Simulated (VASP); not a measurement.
# CdSe (F-43m) in VASP: further runs, part 2 of 2

VASP 6.6.1. The steps go on from the part before.

### 4 Single point, PBE (volume scaled by 1.01)

INCAR reads:

```
PREC = Accurate
ENCUT = 520
EDIFF = 1E-6
ISMEAR = -1
SIGMA = 0.03
LREAL = F
LASPH = T
NELM = 100
ALGO = Normal
ISIF = 2
LWAVE = F
LCHARG = F
GGA = PE
NBANDS = 16
```

KPOINTS reads:

```
Automatic mesh
0
Gamma
  8 8 8
```

POSCAR reads:

```
CdSe
1.0
    0.0000000000      3.0804715101      3.0804715101
    3.0804715101      0.0000000000      3.0804715101
    3.0804715101      3.0804715101      0.0000000000
Cd Se
1 1
Direct
    0.0000000000      0.0000000000      0.0000000000
    0.2500000000      0.2500000000      0.2500000000
```

Potentials or basis: VASP PAW PBE potentials, release 64 (Cd, Se).

Command:

```bash
> cat potpaw_PBE.64/Cd/POTCAR potpaw_PBE.64/Se/POTCAR > POTCAR
> mpirun -np 1 vasp_std > vasp.out
```

OUTCAR:

```text
PREC = Accurate
   ENCUT = 520
   EDIFF = 1E-6
   ISMEAR = -1
   LREAL = F
   LASPH = T
   NELM = 100
   ISIF = 2
   GGA = PE

 ion  position               nearest neighbor table
   1  0.000  0.000  0.000-   2 2.67   2 2.67   2 2.67   2 2.67
   2  0.250  0.250  0.250-   1 2.67   1 2.67   1 2.67   1 2.67

  LATTYP: Found a face centered cubic cell.
 ALAT       =     6.1609430202

  Lattice vectors:

[... 188 lines left out ...]
      3      -7.1689      2.00000
      4      -7.1689      2.00000
      5      -6.8345      2.00000
      6      -6.8345      2.00000
[... 433 lines left out ...]
      3      -7.0299      2.00000
      4      -6.8509      2.00000
      5      -6.8195      2.00000
      6      -6.4896      2.00000
[... 8 lines left out ...]
     15      12.2115      0.00000
     16      13.1420      0.00000

 [... further k-points ...]
[... 5 lines left out ...]
  --------------------------------------------------------------------------------------
  -------------------------------------------------------------------------------------
  Total        0.3875887      0.3875887      0.3875887     -0.0000000      0.0000000     -0.0000000
  in kB       10.6218493     10.6218493     10.6218493     -0.0000000      0.0000000     -0.0000000
  external PRESSURE =      10.6218493 kB  Pullay stress =       0.0000000 kB

 VOLUME and BASIS-vectors are now :
 -----------------------------------------------------------------------------
  energy-cutoff  :      520.00
  volume of cell :       58.46
      direct lattice vectors                 reciprocal lattice vectors
     0.000000000  3.080471510  3.080471510    -0.162312814  0.162312814  0.162312814
     3.080471510  0.000000000  3.080471510     0.162312814 -0.162312814  0.162312814
     3.080471510  3.080471510  0.000000000     0.162312814  0.162312814 -0.162312814

 POSITION                                       TOTAL-FORCE (eV/Angst)
 -----------------------------------------------------------------------------------
      0.00000      0.00000      0.00000         0.000000      0.000000     -0.000000
      1.54024      1.54024      1.54024        -0.000000     -0.000000      0.000000
 -----------------------------------------------------------------------------------
    total drift:                               -0.000001     -0.000001     -0.000001

  FREE ENERGIE OF THE ION-ELECTRON SYSTEM (eV)
  ---------------------------------------------------
  free  energy   TOTEN  =        -5.4952128627 eV

  energy  without entropy=       -5.4952122180  energy(sigma->0) =       -5.49521254
```

Run time: 8.1 s. Hardware: 1 thread of Intel Xeon 6975P-C (Granite Rapids), shared host; peak memory 0.19 GiB.

Results:

```yaml
Free_energy: -5.4952 eV
Pressure: 1.1 GPa
Band_gap_on_the_k_mesh: 0.53 eV, direct
```

Levels at points of the mesh, in eV from the valence-band top:
| k point | band 6 | band 7 | band 8 | band 9 | band 10 | band 11 | band 12 | band 13 |
| --- | --- | --- | --- | --- | --- | --- | --- | --- |
| (0.00, 0.00, 0.00) | -7.48 | 0.00 | 0.00 | 0.00 | 0.53 | 5.93 | 5.93 | 5.93 |
| (0.50, 0.00, 0.00) | -7.21 | -4.17 | -0.70 | -0.70 | 2.34 | 6.43 | 6.43 | 7.31 |
| (0.50, 0.50, 0.00) | -7.15 | -3.91 | -1.73 | -1.73 | 3.21 | 3.72 | 8.94 | 9.99 |

Caveat: the cell differs from its parent crystal (volume scaled by 1.01).

### 5 Single point, PBE

This run uses another cell than the first one, of 28.94 Å³/atom, 1.020 times its volume.

INCAR reads:

```
SYSTEM = CdSe
PREC = Accurate
ENCUT = 520
EDIFF = 1E-6
ISMEAR = -1
SIGMA = 0.03
LREAL = .FALSE.
LASPH = .TRUE.
NELM = 80
ALGO = Normal
ISIF = 2
LWAVE = .FALSE.
LCHARG = .FALSE.
GGA = PE
NBANDS = 16
```

KPOINTS reads:

```
regular mesh
0
G
  8 8 8
  0 0 0
```

POSCAR reads:

```
CdSe
1.0
    0.0000000000      3.0702711986      3.0702711986
    3.0702711986      0.0000000000      3.0702711986
    3.0702711986      3.0702711986      0.0000000000
Cd Se
1 1
Direct
    0.0000000000      0.0000000000      0.0000000000
    0.2500000000      0.2500000000      0.2500000000
```

Command:

```bash
> cat potpaw_PBE.64/Cd/POTCAR potpaw_PBE.64/Se/POTCAR > POTCAR
> mpirun -np 1 vasp_std > vasp.out
```

Wall time 7.9 s (1 thread of Intel Xeon 6975P-C (Granite Rapids), shared host); peak memory 0.18 GiB.

Results (log left out):

| Property | Result |
| --- | --- |
| Free energy | -5.4905 eV |
| Pressure | 1.6 GPa |
| Band gap on the k mesh | 0.55 eV, direct |

Levels at points of the mesh, in eV from the valence-band top:
```
           k point  band 7  band 8  band 9  band 10  band 11  band 12
(0.00, 0.00, 0.00)    0.00    0.00    0.00     0.55     5.93     5.93
(0.50, 0.00, 0.00)   -4.22   -0.71   -0.71     2.36     6.44     6.44
(0.50, 0.50, 0.00)   -3.95   -1.76   -1.76     3.19     3.73     8.98
```

### 6 Overview

```csv
cell,gap on the mesh (eV),pressure (GPa)
"a = 4.313 Å, angles 60.0°, 2 atoms",0.59,2.7
"a = 4.327 Å, angles 60.0°, 2 atoms",0.57,2.1
"a = 4.356 Å, angles 60.0°, 2 atoms",0.53,1.1
"a = 4.342 Å, angles 60.0°, 2 atoms",0.55,1.6
```

Alike in all rows: task single point; level PBE; potentials or basis VASP PAW PBE potentials, release 64 (Cd, Se); no spin polarisation; k mesh 8 × 8 × 8; cutoff (eV) 520; smearing fermi-dirac 0.03 eV.

Absolute energies hang on the potentials; compare differences alone.
